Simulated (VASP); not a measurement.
Here is a VASP 6.6.1 calculation.

INCAR

```
PREC = Accurate ; ENCUT = 520
EDIFF = 1E-7 ; ISMEAR = 0
SIGMA = 0.15 ; LREAL = F
LASPH = T ; NELM = 60
ALGO = Fast ; ISIF = 2
LWAVE = F ; LCHARG = T
GGA = PS ; LELF = T
LVHAR = T ; NBANDS = 25
```

KPOINTS

```
regular mesh
0
Gamma
  14 14 14
```

POSCAR

```
SiNi3
1.0
    3.4612457436      0.0000000000      0.0000000000
    0.0000000000      3.4612457436      0.0000000000
    0.0000000000      0.0000000000      3.4612457436
Si Ni
1 3
Direct
    0.0000000000      0.0000000000      0.0000000000
    0.0000000000      0.4277716699      0.5000000000
    0.5000000000     -0.0722283301      0.5000000000
    0.5000000000      0.4277716699      0.0000000000
```

Potentials or basis: VASP PAW PBE potentials, release 64 (Si, Ni).

Command:

```bash
$ cat potpaw_PBE.64/Si/POTCAR potpaw_PBE.64/Ni/POTCAR > POTCAR
$ mpirun -np 1 vasp_std > vasp.out
```

(1) Estimate the pressure.

(2) What does it give for the largest force?

(3) Predict the band gap on the k mesh.

## Answers

(1) 3.7 GPa.

(2) 1.723 eV/Å.

(3) zero (bands 17 and 18 overlap by 0.28 eV).

Caveat: the cell differs from its parent crystal (all Ni atoms moved -0.250 Å, as atom 2 along Cartesian [0 1 0]); the cell stands under pressure; the PAW data sets were made with another functional, which shifts forces and pressure a little.
